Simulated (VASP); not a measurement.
# HfN (P6_3/mmc) in VASP: a series of runs, part 2 of 2

VASP 6.6.1. Earlier steps stand in the parts before.

## (3) Single point, LDA

This run uses another cell than the first one, of 10.90 Å³/atom.

INCAR reads:

```
SYSTEM = HfN
  PREC = Accurate
  ENCUT = 520
  EDIFF = 1E-6
  ISMEAR = 1
  SIGMA = 0.1
  LREAL = .FALSE.
  LASPH = .TRUE.
  NELM = 100
  ALGO = Normal
  ISIF = 2
  LWAVE = .FALSE.
  LCHARG = .FALSE.
  NBANDS = 23
```

KPOINTS reads:

```
Automatic mesh
0
G
  8 8 4
  0 0 0
```

POSCAR reads:

```
HfN
1.0
    3.0771751408      0.0000000000      0.0000000000
   -1.5385826609      2.6649062734      0.0000000000
    0.0000000000      0.0000000000      5.3187072978
Hf N
2 2
Direct
    0.6666666667      0.3333333333      0.7500000000
    0.3333333333      0.6666666667      0.2500000000
    0.0000000000      0.0000000000      0.0000000000
    0.0000000000      0.0000000000      0.5000000000
```

Potentials or basis: VASP PAW LDA potentials, release 64 (Hf_pv, N).

The run is started by

```sh
cat potpaw_LDA.64/Hf_pv/POTCAR potpaw_LDA.64/N/POTCAR > POTCAR
mpirun -np 1 vasp_std > vasp.out
```

OUTCAR:

```text
SYSTEM = HfN
   PREC = Accurate
   ENCUT = 520
   EDIFF = 1E-6
   ISMEAR = 1
   LREAL = .FALSE.
   LASPH = .TRUE.
   NELM = 100
   ISIF = 2

 ion  position               nearest neighbor table
   1  0.667  0.333  0.750-   3 2.22   4 2.22   3 2.22   4 2.22   3 2.22   4 2.22   2 3.20   2 3.20
                             2 3.20   2 3.20   2 3.20   2 3.20
   2  0.333  0.667  0.250-   3 2.22   4 2.22   3 2.22   4 2.22   3 2.22   4 2.22   1 3.20   1 3.20
                             1 3.20   1 3.20   1 3.20   1 3.20
   3  0.000  0.000  0.000-   2 2.22   1 2.22   2 2.22   1 2.22   1 2.22   2 2.22
   4  0.000  0.000  0.500-   2 2.22   1 2.22   2 2.22   1 2.22   1 2.22   2 2.22

  LATTYP: Found a hexagonal cell.
 ALAT       =     3.0771751408
 C/A-ratio  =     1.7284382768

  Lattice vectors:

 A1 = (   3.0771751408,   0.0000000000,   0.0000000000)
 A2 = (  -1.5385826609,   2.6649062734,   0.0000000000)
 A3 = (   0.0000000000,   0.0000000000,   5.3187072978)

Analysis of symmetry for initial positions (statically):
=====================================================================
 Subroutine PRICEL returns:
 Original cell was already a primitive cell.

 Routine SETGRP: Setting up the symmetry group for a
 hexagonal supercell.

 Subroutine GETGRP returns: Found 24 space group operations
 (whereof 12 operations were pure point group operations)
 out of a pool of 24 trial point group operations.

The static configuration has the point symmetry D_3d.
 The point group associated with its full space group is D_6h.

Analysis of symmetry for dynamics (positions and initial velocities):
=====================================================================
 Subroutine PRICEL returns:
 Original cell was already a primitive cell.

 Routine SETGRP: Setting up the symmetry group for a
 hexagonal supercell.

 Subroutine GETGRP returns: Found 24 space group operations
 (whereof 12 operations were pure point group operations)
 out of a pool of 24 trial point group operations.

The dynamic configuration has the point symmetry D_3d.
 The point group associated with its full space group is D_6h.

 Subroutine INISYM returns: Found 24 space group operations
 (whereof 12 operations are pure point group operations),
 and found     1 'primitive' translations

----------------------------------------------------------------------------------------

                                     Primitive cell

  volume of cell :      43.6154

  direct lattice vectors                    reciprocal lattice vectors
     3.077175141  0.000000000  0.000000000     0.324973378  0.187623261  0.000000000
    -1.538582661  2.664906273  0.000000000     0.000000000  0.375247719  0.000000000
     0.000000000  0.000000000  5.318707298     0.000000000  0.000000000  0.188015611

  length of vectors
     3.077175141  3.077167862  5.318707298     0.375246831  0.375247719  0.188015611

  position of ions in fractional coordinates (direct lattice)
     0.666666667  0.333333333  0.750000000
     0.333333333  0.666666667  0.250000000
     0.000000000  0.000000000  0.000000000
     0.000000000  0.000000000  0.500000000

  ion indices of the primitive-cell ions
   primitive index   ion index
                 1           1
                 2           2
                 3           3
                 4           4

----------------------------------------------------------------------------------------

 KPOINTS: Automatic mesh

Automatic generation of k-mesh.
 Grid dimensions read from file:
 generate k-points for:    8    8    4

 Generating k-lattice:

  Cartesian coordinates                     Fractional coordinates (reciprocal lattice)
     0.040621672  0.023452908  0.000000000     0.125000000  0.000000000  0.000000000
     0.000000000  0.046905965  0.000000000     0.000000000  0.125000000  0.000000000
     0.000000000  0.000000000  0.047003903     0.000000000  0.000000000  0.250000000

  Length of vectors
     0.046905854  0.046905965  0.047003903

  Shift w.r.t. Gamma in fractional coordinates (k-lattice)
     0.000000000  0.000000000  0.000000000

 Subroutine IBZKPT returns following result:
 ===========================================

 Found     30 irreducible k-points:

 Following reciprocal coordinates:
            Coordinates               Weight
  0.000000  0.000000  0.000000      1.000000
  0.125000  0.000000  0.000000      6.000000
  0.250000  0.000000  0.000000      6.000000
  0.375000  0.000000  0.000000      6.000000
  0.500000  0.000000  0.000000      3.000000
  0.125000  0.125000  0.000000      6.000000
[... 16 lines left out ...]
  0.250000  0.000000  0.500000      6.000000
  0.375000  0.000000  0.500000      6.000000
 [... further k-points ...]
   k-points           NKPTS =     30   k-points in BZ     NKDIM =     30   number of bands    NBANDS=     23
   number of dos      NEDOS =    301   number of ions     NIONS =      4
   total plane-waves  NPLWV =  23040
   dimension x,y,z NGX =    24 NGY =   24 NGZ =   40
   dimension x,y,z NGXF=    48 NGYF=   48 NGZF=   80
   ions per type =               2   2
   NGX,Y,Z   is equivalent  to a cutoff of  12.97, 12.97, 12.50 a.u.
   NGXF,Y,Z  is equivalent  to a cutoff of  25.93, 25.93, 25.01 a.u.
 SYSTEM =  HfN
   PREC   = accura    normal or accurate (medium, high low for compatibility)
   ISTART =      0    job   : 0-new  1-cont  2-samecut
   ICHARG =      2    charge: 1-file 2-atom 10-const
   ISPIN  =      1    spin polarized calculation?
   LNONCOLLINEAR =      F non collinear calculations
   LSORBIT =      F    spin-orbit coupling
   LASPH  =      T    aspherical Exc in radial PAW
   ENCUT  =  520.0 eV  38.22 Ry    6.18 a.u.   5.72  5.72  9.89*2*pi/ulx,y,z
   NELM   =    100;   NELMIN=  2; NELMDL= -5     # of ELM steps
   EDIFF  = 0.1E-05   stopping-criterion for ELM
   LREAL  =      F    real-space projection
   EDIFFG = 0.1E-04   stopping-criterion for IOM
   NSW    =      0    number of steps for IOM
   IBRION =     -1    ionic relax: 0-MD 1-quasi-New 2-CG
   NFREE  =      0    steps in history (QN), initial steepest desc. (CG)
   ISIF   =      2    stress and relaxation
   ISYM   =      2    0-nonsym 1-usesym 2-fastsym
   POTIM  = 0.5000    time-step for ionic-motion
   TEBEG  =    0.0;   TEEND  =   0.0 temperature during run
   PSTRESS=    0.0 pullay stress
   NELECT =      30.0000    total number of electrons
   NUPDOWN=      -1.0000    fix difference up-down
   EMIN   =  10.00;   EMAX   =-10.00  energy-range for DOS
   EFERMI =   0.00;   METHOD = LEGACY
   ISMEAR =     1;   SIGMA  =   0.10  broadening in eV -4-tet -1-fermi 0-gaus
   EFERMI_NEDOS =   21; number of points for ismear=-14 and -15
   IALGO  =     38    algorithm
   IMIX   =      4    mixing-type and parameters
     AMIX     =   0.40;   BMIX     =  1.00
     AMIX_MAG =   1.60;   BMIX_MAG =  1.00
  volume/ion in A,a.u.               =      10.90        73.58
  Fermi-wavevector in a.u.,A,eV,Ry     =   1.445113  2.730868 28.413752  2.088352
  Thomas-Fermi vector in A             =   2.563332
   LORBIT       =      0    0 simple, 1 ext, 2 COOP (PROOUT), +10 PAW based schemes
   GGA     = CA    functional components
   LHFCALC =     F    Hartree Fock is set to
   AEXX    =    0.0000 exact exchange contribution
   IVDW    =     0    specifies the selected vdW correction
   LEPSILON=     F    determine dielectric tensor
   LRPA    =     F    only Hartree local field effects (RPA)
 non-spin polarized calculation
 Methfessel and Paxton  Order N= 1 SIGMA  =   0.10
  energy-cutoff  :      520.00
  volume of cell :       43.62
 maximum number of plane-waves:      1188
 NGX is ok and might be reduce to    24
   NGX = 11   NGY = 11   NGZ = 19

 number of electron      30.0000004 magnetization

 Free energy of the ion-electron system (eV)
  ---------------------------------------------------
  ext. energy  EPLUGINS =         0.00000000
  ---------------------------------------------------
  free energy    TOTEN  =       -47.55266923 eV

  energy without entropy =      -47.54625302  energy(sigma->0) =      -47.55053049

 E-fermi :   8.1038     XC(G=0): -13.2746

 val. band max:        8.0836999859   @ k =   0.1250   0.0000   0.2500
 cond. band min:       8.1118439362   @ k =   0.3750   0.1250   0.5000
 fundamental gap:      0.0281439503
 Fermi energy:         8.1037519699

 k-point     1 :       0.0000    0.0000    0.0000
  band No.  band energies     occupation
      1     -23.2468      2.00000
      2     -22.1632      2.00000
      3     -22.0658      2.00000
      4     -22.0658      2.00000
      5     -21.9925      2.00000
      6     -21.9925      2.00000
[... 613 lines left out ...]
     22      14.1945      0.00000
     23      15.9768      0.00000

 [... further k-points ...]
[... 5 lines left out ...]
  --------------------------------------------------------------------------------------
  -------------------------------------------------------------------------------------
  Total        1.6245795      1.6245727      1.7983371      0.0000030      0.0000000      0.0000000
  in kB       59.6775937     59.6773442     66.0604356      0.0001099      0.0000000      0.0000000
  external PRESSURE =      61.8051245 kB  Pullay stress =       0.0000000 kB

 VOLUME and BASIS-vectors are now :
 -----------------------------------------------------------------------------
  energy-cutoff  :      520.00
  volume of cell :       43.62
      direct lattice vectors                 reciprocal lattice vectors
     3.077175141  0.000000000  0.000000000     0.324973378  0.187623261  0.000000000
    -1.538582661  2.664906273  0.000000000     0.000000000  0.375247719  0.000000000
     0.000000000  0.000000000  5.318707298     0.000000000  0.000000000  0.188015611

 POSITION                                       TOTAL-FORCE (eV/Angst)
 -----------------------------------------------------------------------------------
      1.53859      0.88830      3.98903         0.000000      0.000000      0.000000
      0.00000      1.77660      1.32968        -0.000000     -0.000000      0.000000
      0.00000      0.00000      0.00000        -0.000000     -0.000000      0.000000
      0.00000      0.00000      2.65935        -0.000000     -0.000000      0.000000
 -----------------------------------------------------------------------------------
    total drift:                               -0.000000      0.000000     -0.000000

  FREE ENERGIE OF THE ION-ELECTRON SYSTEM (eV)
  ---------------------------------------------------
  free  energy   TOTEN  =       -47.5526692253 eV

  energy  without entropy=      -47.5462530203  energy(sigma->0) =      -47.55053049
```

Wall time 14 s (1 thread of AMD EPYC 9R45 (Zen 5), shared host); peak memory 0.13 GiB.

What came out:

* Free energy: -47.5527 eV
* Pressure: 6.2 GPa
* Band gap on the k mesh: zero (bands 15 and 16 overlap by 2.46 eV)

Stress tensor (GPa, compression positive):
```
5.97 0.00 0.00
0.00 5.97 0.00
0.00 0.00 6.61
```

Caveat: the cell stands under pressure; spin-orbit coupling is left out, which moves the levels of the heavy elements.

## (4) Single point, LDA

This run uses another cell than the first one, of 11.21 Å³/atom.

INCAR reads:

```
SYSTEM = HfN
ALGO = Normal ; EDIFF = 1E-6
ENCUT = 520 ; ISIF = 2
ISMEAR = 1 ; LASPH = .True.
LCHARG = .False. ; LREAL = .False.
LWAVE = .False. ; NBANDS = 23
NELM = 80 ; PREC = Accurate
SIGMA = 0.1
```

KPOINTS reads:

```
k-points
0
Gamma
  8 8 4
  0 0 0
```

POSCAR reads:

```
HfN
1.0
    3.1058016697      0.0000000000      0.0000000000
   -1.5528958797      2.6896975228      0.0000000000
    0.0000000000      0.0000000000      5.3681864860
Hf N
2 2
Direct
    0.6666666667      0.3333333333      0.7500000000
    0.3333333333      0.6666666667      0.2500000000
    0.0000000000      0.0000000000      0.0000000000
    0.0000000000      0.0000000000      0.5000000000
```

The run is started by

```sh
cat potpaw_LDA.64/Hf_pv/POTCAR potpaw_LDA.64/N/POTCAR > POTCAR
mpirun -np 1 vasp_std > vasp.out
```

Run time: 12 s. Hardware: 1 thread of AMD EPYC 9R45 (Zen 5), shared host; peak memory 0.13 GiB.

The run converged. Its results:

- Free energy: -47.5673 eV
- Pressure: -2.4 GPa
- Band gap on the k mesh: zero (bands 15 and 16 overlap by 2.37 eV)

Stress tensor (GPa, compression positive):
```
-2.44  0.00  0.00
 0.00 -2.44  0.00
 0.00  0.00 -2.17
```

Levels at points of the mesh, in eV from the Fermi level:
```tsv
k point	band 11	band 12	band 13	band 14	band 15	band 16	band 17	band 18	band 19	band 20
(0.00, 0.00, 0.00)	-4.65	-3.47	-3.47	-1.52	-0.52	0.85	0.85	1.54	2.00	2.00
(0.50, 0.00, 0.00)	-5.61	-5.43	-3.06	-2.69	-2.23	2.72	3.05	4.72	4.92	5.87
(0.00, 0.00, 0.50)	-4.30	-4.30	-4.30	-4.30	2.08	2.08	3.12	3.12	3.12	3.12
(0.50, 0.00, 0.50)	-5.40	-5.40	-4.36	-4.36	-0.05	-0.05	5.05	5.05	5.08	5.08
```

Caveat: spin-orbit coupling is left out, which moves the levels of the heavy elements.

## (5) Single point, LDA

This run uses another cell than the first one, of 11.52 Å³/atom.

INCAR reads:

```
SYSTEM = HfN
  ALGO = Normal
  EDIFF = 1E-7
  ENCUT = 520
  ISIF = 2
  ISMEAR = 1
  LASPH = .TRUE.
  LCHARG = .TRUE.
  LELF = .TRUE.
  LREAL = .FALSE.
  LVHAR = .TRUE.
  LWAVE = .FALSE.
  NBANDS = 23
  NELM = 60
  PREC = Accurate
  SIGMA = 0.1
```

KPOINTS reads:

```
k-points
0
G
  8 8 4
  0 0 0
```

POSCAR reads:

```
HfN
1.0
    3.1339100000      0.0000000000      0.0000000000
   -1.5669500000      2.7140400000      0.0000000000
    0.0000000000      0.0000000000      5.4167700000
Hf N
2 2
Direct
    0.6666666667      0.3333333333      0.7500000000
    0.3333333333      0.6666666667      0.2500000000
    0.0000000000      0.0000000000      0.0000000000
    0.0000000000      0.0000000000      0.5000000000
```

The run is started by

```sh
cat potpaw_LDA.64/Hf_pv/POTCAR potpaw_LDA.64/N/POTCAR > POTCAR
mpirun -np 1 vasp_std > vasp.out
```

Run time: 16 s. Hardware: 1 thread of AMD EPYC 9R45 (Zen 5), shared host; peak memory 0.13 GiB.

It converged, with:

```
Free energy            : -47.5210 eV
Pressure               : -9.8 GPa
Band gap on the k mesh : zero (bands 15 and 16 overlap by 2.28 eV)
```

Levels at points of the mesh, in eV from the Fermi level:
```csv
k point,band 12,band 13,band 14,band 15,band 16,band 17,band 18,band 19
"(0.00, 0.00, 0.00)",-3.40,-3.40,-1.52,-0.49,0.84,0.84,1.37,1.95
"(0.50, 0.00, 0.00)",-5.30,-3.04,-2.62,-2.22,2.62,2.94,4.57,4.76
"(0.00, 0.00, 0.50)",-4.20,-4.20,-4.20,2.00,2.00,3.02,3.02,3.02
"(0.50, 0.00, 0.50)",-5.28,-4.28,-4.28,-0.07,-0.07,4.88,4.88,4.91
```

Caveat: the cell stands under tension; spin-orbit coupling is left out, which moves the levels of the heavy elements.

## (6) Overview

```tsv
cell	gap on the mesh (eV)	pressure (GPa)
a = 3.048, b = 3.048, c = 5.268 Å, angles 90.0, 90.0, 120.0°, 4 atoms	none	16.0
a = 3.077, b = 3.077, c = 5.319 Å, angles 90.0, 90.0, 120.0°, 4 atoms	none	6.2
a = 3.106, b = 3.106, c = 5.368 Å, angles 90.0, 90.0, 120.0°, 4 atoms	none	-2.4
a = 3.134, b = 3.134, c = 5.417 Å, angles 90.0, 90.0, 120.0°, 4 atoms	none	-9.8
```

Alike in all rows: task single point; level LDA; potentials or basis VASP PAW LDA potentials, release 64 (Hf_pv, N); no spin polarisation; k mesh 8 × 8 × 4; cutoff (eV) 520; smearing methfessel-paxton 0.1 eV.

Caveats: spin-orbit coupling is left out, which moves the levels of the heavy elements; the cell stands under pressure (at least some runs); the cell stands under tension (at least some runs).

Total energies depend on the potentials used, so only differences within one code and one set of settings carry meaning.

The gap in the log of VASP goes by the Fermi energy; the results here count the filled bands.